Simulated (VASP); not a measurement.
Here is a VASP 6.6.1 calculation.

Contents of INCAR:

```
PREC = Accurate ; ENCUT = 520
EDIFF = 1E-6 ; ISMEAR = -1
SIGMA = 0.05 ; LREAL = F
LASPH = T ; NELM = 100
ALGO = Normal ; ISIF = 2
LWAVE = F ; LCHARG = F
GGA = PE ; NBANDS = 28
```

File KPOINTS:

```
Automatic mesh
0
Gamma
  7 7 7
```

File POSCAR:

```
BaTiO3
1.0
    2.7163313395      1.5682746300      2.2177958572
   -2.7163313395      1.5682746300      2.2177958572
    0.0000000000     -3.1365492601      2.2177958572
Ba Ti O
1 1 3
Direct
    0.0038318701      0.0038318701      0.0038318701
    0.5038372699      0.5038372699      0.5038372699
    0.5038408189      0.0038492221      0.5038408189
    0.0038492221      0.5038408189      0.5038408189
    0.5038408189      0.5038408189      0.0038492221
```

Potentials or basis: VASP PAW PBE potentials, release 64 (Ba_sv, Ti_sv, O).

Launch:

```bash
$ cat potpaw_PBE.64/Ba_sv/POTCAR potpaw_PBE.64/Ti_sv/POTCAR potpaw_PBE.64/O/POTCAR > POTCAR
$ mpirun -np 1 vasp_std > vasp.out
```

Problem. Predict the band gap on the k mesh.

Solution. 1.98 eV, direct.

Problem. What does it give for the pressure?

Solution. 32.9 GPa.

Caveat: spin-orbit coupling is left out, which moves the levels of the heavy elements. Expect the measured gap to be larger: semilocal functionals such as PBE lack the derivative discontinuity.
